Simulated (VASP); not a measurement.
# Au (Fm-3m) in VASP: notebook

Au is run at these levels: PBEsol; tasks: single point, relaxation of volume and atoms at fixed shape.

All numbers are computed with VASP 6.6.1; they aren't measurements. Logs are shortened: lines on timing, memory, paths and dates and some standing lists are left out, and cuts for length are marked.

## (1) The cell of the first run

The structure is cubic, space group Fm-3m (No. 225). The conventional cell has a = 4.082 Å, b = 4.082 Å, c = 4.082 Å, α = 90.00°, β = 90.00°, γ = 90.00°. Au (site symmetry m-3m) has 12 Au at 2.89 Å within 3.8 Å.

## (2) Single point, PBEsol

INCAR reads:

```
SYSTEM = Au
ALGO = Normal ; EDIFF = 1E-6
ENCUT = 500 ; GGA = PS
GGA_COMPAT = .FALSE. ; ISIF = 2
ISMEAR = 1 ; LASPH = .TRUE.
LCHARG = .FALSE. ; LREAL = .FALSE.
LWAVE = .FALSE. ; NBANDS = 12
NELM = 120 ; PREC = Accurate
SIGMA = 0.1
```

KPOINTS reads:

```
k-points
0
G
  9 9 9
  0 0 0
```

POSCAR reads:

```
Au
1.0
    0.0000000000      2.0411755665      2.0411755665
    2.0411755665      0.0000000000      2.0411755665
    2.0411755665      2.0411755665      0.0000000000
Au
1
Direct
    0.0000000000      0.0000000000      0.0000000000
```

Potentials or basis: VASP PAW PBE potentials, release 64 (Au).

Run with:

```sh
$ cat potpaw_PBE.64/Au/POTCAR > POTCAR
$ mpirun -np 1 vasp_std > vasp.out
```

OUTCAR:

```text
SYSTEM = Au
   EDIFF = 1E-6
   ENCUT = 500
   GGA = PS
   ISIF = 2
   ISMEAR = 1
   LASPH = .TRUE.
   LREAL = .FALSE.
   NELM = 120
   PREC = Accurate

 ion  position               nearest neighbor table
   1  0.000  0.000  0.000-

  LATTYP: Found a face centered cubic cell.
 ALAT       =     4.0823511330

  Lattice vectors:

 A1 = (   0.0000000000,   2.0411755665,   2.0411755665)
 A2 = (   2.0411755665,   0.0000000000,   2.0411755665)
 A3 = (   2.0411755665,   2.0411755665,   0.0000000000)

Analysis of symmetry for initial positions (statically):
=====================================================================
 Subroutine PRICEL returns:
 Original cell was already a primitive cell.

 Routine SETGRP: Setting up the symmetry group for a
 face centered cubic supercell.

 Subroutine GETGRP returns: Found 48 space group operations
 (whereof 48 operations were pure point group operations)
 out of a pool of 48 trial point group operations.

The static configuration has the point symmetry O_h .

Analysis of symmetry for dynamics (positions and initial velocities):
=====================================================================
 Subroutine PRICEL returns:
 Original cell was already a primitive cell.

 Routine SETGRP: Setting up the symmetry group for a
 face centered cubic supercell.

 Subroutine GETGRP returns: Found 48 space group operations
 (whereof 48 operations were pure point group operations)
 out of a pool of 48 trial point group operations.

The dynamic configuration has the point symmetry O_h .

 Subroutine INISYM returns: Found 48 space group operations
 (whereof 48 operations are pure point group operations),
 and found     1 'primitive' translations

----------------------------------------------------------------------------------------

                                     Primitive cell

  volume of cell :      17.0087

  direct lattice vectors                    reciprocal lattice vectors
     0.000000000  2.041175567  2.041175567    -0.244956881  0.244956881  0.244956881
     2.041175567  0.000000000  2.041175567     0.244956881 -0.244956881  0.244956881
     2.041175567  2.041175567  0.000000000     0.244956881  0.244956881 -0.244956881

  length of vectors
     2.886658169  2.886658169  2.886658169     0.424277763  0.424277763  0.424277763

[... 84 lines left out ...]
   ISIF   =      2    stress and relaxation
   ISYM   =      2    0-nonsym 1-usesym 2-fastsym
   POTIM  = 0.5000    time-step for ionic-motion
   TEBEG  =    0.0;   TEEND  =   0.0 temperature during run
   PSTRESS=    0.0 pullay stress
   NELECT =      11.0000    total number of electrons
   NUPDOWN=      -1.0000    fix difference up-down
   EMIN   =  10.00;   EMAX   =-10.00  energy-range for DOS
   EFERMI =   0.00;   METHOD = LEGACY
   ISMEAR =     1;   SIGMA  =   0.10  broadening in eV -4-tet -1-fermi 0-gaus
   EFERMI_NEDOS =   21; number of points for ismear=-14 and -15
   IALGO  =     38    algorithm
   IMIX   =      4    mixing-type and parameters
     AMIX     =   0.40;   BMIX     =  1.00
     AMIX_MAG =   1.60;   BMIX_MAG =  1.00
  volume/ion in A,a.u.               =      17.01       114.78
  Fermi-wavevector in a.u.,A,eV,Ry     =   1.415735  2.675352 27.270241  2.004306
  Thomas-Fermi vector in A             =   2.537143
   LORBIT       =      0    0 simple, 1 ext, 2 COOP (PROOUT), +10 PAW based schemes
   GGA     = PS    functional components
   LHFCALC =     F    Hartree Fock is set to
   AEXX    =    0.0000 exact exchange contribution
   IVDW    =     0    specifies the selected vdW correction
   LEPSILON=     F    determine dielectric tensor
   LRPA    =     F    only Hartree local field effects (RPA)
 non-spin polarized calculation
 Methfessel and Paxton  Order N= 1 SIGMA  =   0.10
  energy-cutoff  :      500.00
  volume of cell :       17.01
 maximum number of plane-waves:       444
 NGX is ok and might be reduce to    24
   NGX = 11   NGY = 11   NGZ = 11

 number of electron      11.0000000 magnetization

 Free energy of the ion-electron system (eV)
  ---------------------------------------------------
  ext. energy  EPLUGINS =         0.00000000
  ---------------------------------------------------
  free energy    TOTEN  =        -3.94830218 eV

  energy without entropy =       -3.94813239  energy(sigma->0) =       -3.94824559

 E-fermi :   9.3041     XC(G=0): -12.8950

 val. band max:        8.9170400458   @ k =   0.4444   0.3333   0.0000
 cond. band min:       9.3352777620   @ k =   0.4444   0.4444   0.0000
 fundamental gap:      0.4182377162
 Fermi energy:         9.3041232890

 k-point     1 :       0.0000    0.0000    0.0000
  band No.  band energies     occupation
      1      -0.6301      2.00000
      2       4.6267      2.00000
      3       4.6267      2.00000
      4       4.6267      2.00000
      5       6.1608      2.00000
      6       6.1608      2.00000
      7      23.8100      0.00000
      8      27.8124      0.00000
      9      27.8124      0.00000
     10      27.8124      0.00000
     11      32.6850      0.00000
     12      37.3733      0.00000
[... 331 lines left out ...]
 k-point    24 :       0.4444    0.4444    0.0000
  band No.  band energies     occupation
      1       2.2699      2.00000
      2       2.6009      2.00000
      3       7.2887      2.00000
      4       7.5515      2.00000
      5       7.5515      2.00000
      6       9.3353      0.50000
      7      16.2444      0.00000
      8      19.5732      0.00000
      9      19.5732      0.00000
     10      26.3847      0.00000
     11      28.9911      0.00000
     12      37.0056      0.00000

 [... further k-points ...]

------------------------ aborting loop because EDIFF is reached ----------------------------------------

  FORCE on cell =-STRESS in cart. coord.  units (eV):
  Direction    XX          YY          ZZ          XY          YZ          ZX
  --------------------------------------------------------------------------------------
  -------------------------------------------------------------------------------------
  Total       -0.0297018     -0.0297018     -0.0297018      0.0000000      0.0000000     -0.0000000
  in kB       -2.7978392     -2.7978392     -2.7978392      0.0000000      0.0000000     -0.0000000
  external PRESSURE =      -2.7978392 kB  Pullay stress =       0.0000000 kB

 VOLUME and BASIS-vectors are now :
 -----------------------------------------------------------------------------
  energy-cutoff  :      500.00
  volume of cell :       17.01
      direct lattice vectors                 reciprocal lattice vectors
     0.000000000  2.041175567  2.041175567    -0.244956881  0.244956881  0.244956881
     2.041175567  0.000000000  2.041175567     0.244956881 -0.244956881  0.244956881
     2.041175567  2.041175567  0.000000000     0.244956881  0.244956881 -0.244956881

 POSITION                                       TOTAL-FORCE (eV/Angst)
 -----------------------------------------------------------------------------------
      0.00000      0.00000      0.00000         0.000000      0.000000      0.000000
 -----------------------------------------------------------------------------------
    total drift:                               -0.000000      0.000000      0.000000

  FREE ENERGIE OF THE ION-ELECTRON SYSTEM (eV)
  ---------------------------------------------------
  free  energy   TOTEN  =        -3.9483021832 eV

  energy  without entropy=       -3.9481323922  energy(sigma->0) =       -3.94824559
```

OSZICAR:

```text
N       E                     dE             d eps       ncg     rms          rms(c)
DAV:   1     0.477383972679E+02    0.47738E+02   -0.52927E+03   864   0.784E+02
DAV:   2    -0.359367376516E+01   -0.51332E+02   -0.48665E+02  1004   0.186E+02
DAV:   3    -0.428124730526E+01   -0.68757E+00   -0.68704E+00  1004   0.206E+01
DAV:   4    -0.428352877353E+01   -0.22815E-02   -0.22813E-02  1004   0.137E+00
DAV:   5    -0.428354513310E+01   -0.16360E-04   -0.16359E-04  1056   0.111E-01    0.959E+00
DAV:   6    -0.397315456863E+01    0.31039E+00   -0.85304E-01   888   0.737E+00    0.595E+00
DAV:   7    -0.395127819666E+01    0.21876E-01   -0.67307E-02  1012   0.206E+00    0.288E+00
DAV:   8    -0.394831100445E+01    0.29672E-02   -0.12318E-03   948   0.323E-01    0.266E-01
DAV:   9    -0.394830016316E+01    0.10841E-04   -0.26765E-05   984   0.395E-02    0.227E-02
DAV:  10    -0.394830215542E+01   -0.19923E-05   -0.18227E-06  1024   0.107E-02    0.137E-03
DAV:  11    -0.394830218322E+01   -0.27794E-07   -0.51956E-08   564   0.181E-03
   1 F= -.39483022E+01 E0= -.39482456E+01  d E =-.169791E-03
```

It took 8.6 s on 1 thread of Intel Xeon 8259CL, shared host; peak memory 0.14 GiB.

What came out:

| Property | Result |
| --- | --- |
| Free energy | -3.9483 eV |
| Pressure | -0.3 GPa |

Levels at points of the mesh, in eV from the Fermi level:
```csv
k point,band 4,band 5,band 6,band 7,band 8,band 9
"(0.00, 0.00, 0.00)",-4.68,-3.14,-3.14,14.51,18.51,18.51
```

Caveat: the PAW data sets were made with another functional, which shifts forces and pressure a little; spin-orbit coupling is left out, which moves the levels of the heavy elements.

## (3) Relaxation of volume and atoms at fixed shape, PBEsol

This run uses another cell than the first one, of 16.85 Å³/atom, 0.991 times its volume.

INCAR reads:

```
PREC     = Accurate       # precision mode
ENCUT    = 500            # plane-wave cutoff, eV
EDIFF    = 1E-7           # SCF threshold, eV
ISMEAR   = 1              # smearing method
SIGMA    = 0.1            # smearing width, eV
LREAL    = False          # projectors in reciprocal space
LASPH    = True           # aspherical terms in the spheres
NELM     = 120            # most SCF steps
ALGO     = Normal         # electronic algorithm
ISIF     = 8              # what is computed and relaxed
LWAVE    = False          # write WAVECAR
LCHARG   = False          # write CHGCAR
GGA      = PS             # functional
IBRION   = 2              # ionic algorithm
NSW      = 60             # ionic steps
EDIFFG   = -0.03          # ionic threshold
GGA_COMPAT= False        
NELMIN   = 4
```

KPOINTS reads:

```
regular mesh
0
Gamma
  9 9 9
```

POSCAR reads:

```
Au
1.0
    0.0000000000      2.0350000000      2.0350000000
    2.0350000000      0.0000000000      2.0350000000
    2.0350000000      2.0350000000      0.0000000000
Au
1
Direct
    0.0000000000      0.0000000000      0.0000000000
```

Potentials or basis: VASP PAW PBE potentials, release 64 (Au).

Run with:

```sh
$ cat potpaw_PBE.64/Au/POTCAR > POTCAR
$ mpirun -np 1 vasp_std > vasp.out
```

Run time: 13 s. Hardware: 1 thread of Intel Xeon 8259CL, shared host; peak memory 0.15 GiB.

It converged, with:

```yaml
Free_energy: -3.9482 eV
Relaxed_volume: 16.98 Å³/atom
Relaxed_cell: a = 2.885 Å, b = 2.885 Å, c = 2.885 Å, α = 60.00°, β = 60.00°, γ = 60.00°
Space_group_after_relaxing_to_0.05_Å: Fm-3m (No. 225)
Energy_gained_by_relaxing: 0.5 meV/atom
Ionic_steps: 3
Pressure_after_relaxing: 0.0 GPa
```

Step by step:
| step | energy change (eV) | largest force (eV/Å) | pressure (GPa) | volume (Å³) |
| --- | --- | --- | --- | --- |
| 1 | 0.0000 | 0.0000 | 1.36 | 16.85 |
| 2 | 0.0010 | 0.0000 | -2.23 | 17.21 |
| 3 | -0.0005 | 0.0000 | 0.00 | 16.98 |

Final structure:
```
CELL_PARAMETERS angstrom
0.00000 2.04011 2.04011
2.04011 0.00000 2.04011
2.04011 2.04011 0.00000
ATOMIC_POSITIONS crystal
Au 0.00000 0.00000 0.00000
```

Levels at points of the mesh, in eV from the Fermi level:
| k point | band 3 | band 4 | band 5 | band 6 | band 7 | band 8 | band 9 |
| --- | --- | --- | --- | --- | --- | --- | --- |
| (0.00, 0.00, 0.00) | -4.68 | -4.68 | -3.14 | -3.14 | 14.51 | 18.52 | 18.52 |

Caveat: the PAW data sets were made with another functional, which shifts forces and pressure a little; spin-orbit coupling is left out, which moves the levels of the heavy elements.
